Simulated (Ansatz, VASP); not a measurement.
**Co: VASP beside Ansatz**

```xyz
4
Lattice="2.4683 0.0000 0.0000 -1.2342 2.1376 0.0000 0.0000 0.0000 8.0516" Properties=species:S:1:pos:R:3 pbc="T T T"
Co    0.0000    0.0000    0.0000
Co    0.0000    1.4251    2.0129
Co    0.0000    0.0000    4.0258
Co    1.2342    0.7125    6.0387
```

Alike in both runs: task single point; functional PBEsol; k mesh 12 × 12 × 2; occupations gaussian, width 0.1 eV; collinear spin.

|  | VASP | Ansatz |
| --- | --- | --- |
| version | VASP 6.6.1 | Ansatz 0.2.0 |
| potentials or method | VASP PAW PBE potentials, release 64 (Co), cutoff 520 eV | scalar-relativistic, plane waves, PAW |
| valence electrons in the cell | 36 | 68 |

Ansatz gave:

- gap on the k mesh at the Fermi level (eV): none
- pressure (GPa): -3.5
- traceless stress, the component that is largest in VASP (GPa): -1.92
- net moment per atom (μB): 1.69
- size of the moment on the site where the two differ most (μB): 1.76

Question: Estimate VASP's values.

Answer: gap on the k mesh at the Fermi level (eV): none; pressure (GPa): -4.5; traceless stress, the component that is largest in VASP (GPa): -1.97; net moment per atom (μB): 1.68; size of the moment on the site where the two differ most (μB): 1.69.

VASP's potentials were made for PBE, not for PBEsol. Site moments also hang on the region over which each program counts them. A gap of «none» marks a metal or a gap that the smearing closes. VASP's potentials hold 36 valence electrons a cell and Ansatz's 68, so a difference there can come from the potentials and not from the codes.

The k mesh is coarse, so the values compare programs but aren't converged.
